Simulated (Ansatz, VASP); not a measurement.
**Two plane-wave programs on Te2Mo**

```xyz
6
Lattice="3.5571 0.0000 0.0000 -1.7785 3.0805 0.0000 0.0000 0.0000 15.2047" Properties=species:S:1:pos:R:3 pbc="T T T"
Te    0.0000    2.0537    9.8956
Te    1.7785    1.0268    1.9933
Te    0.0000    2.0537   13.2115
Te    1.7785    1.0268    5.6091
Mo    0.0000    2.0537    3.8012
Mo    1.7785    1.0268   11.4035
```

Alike in both runs: task single point; functional PBE; k mesh 12 × 12 × 2; occupations gaussian, width 0.05 eV; no spin polarisation.

|  | VASP | Ansatz |
| --- | --- | --- |
| version | VASP 6.6.1 | Ansatz 0.2.0 |
| potentials or method | VASP PAW PBE potentials, release 64 (Te, Mo_sv), cutoff 520 eV | scalar-relativistic, plane waves, PAW |
| valence electrons in the cell | 52 | 92 |

Ansatz gave:

```
gap on the k mesh at the Fermi level (eV)                     : 0.21
least direct gap on the mesh (eV)                             : 0.44
pressure (GPa)                                                : 5.3
traceless stress, the component that is largest in VASP (GPa) : 2.82
rms of the force components (eV/Å)                            : 1.539
```

What did VASP give for the same quantities?

gap on the k mesh at the Fermi level (eV): 0.19; least direct gap on the mesh (eV): 0.43; pressure (GPa): 5.3; traceless stress, the component that is largest in VASP (GPa): 2.90; rms of the force components (eV/Å): 1.547.

Atom by atom the forces differ by 0.010 eV/Å (rms over components). The functional is the same, so the differences come from potentials, cutoffs and numerics. VASP's potentials hold 52 valence electrons a cell and Ansatz's 92, so a difference there can come from the potentials and not from the codes.

Neither program's run includes spin-orbit coupling.
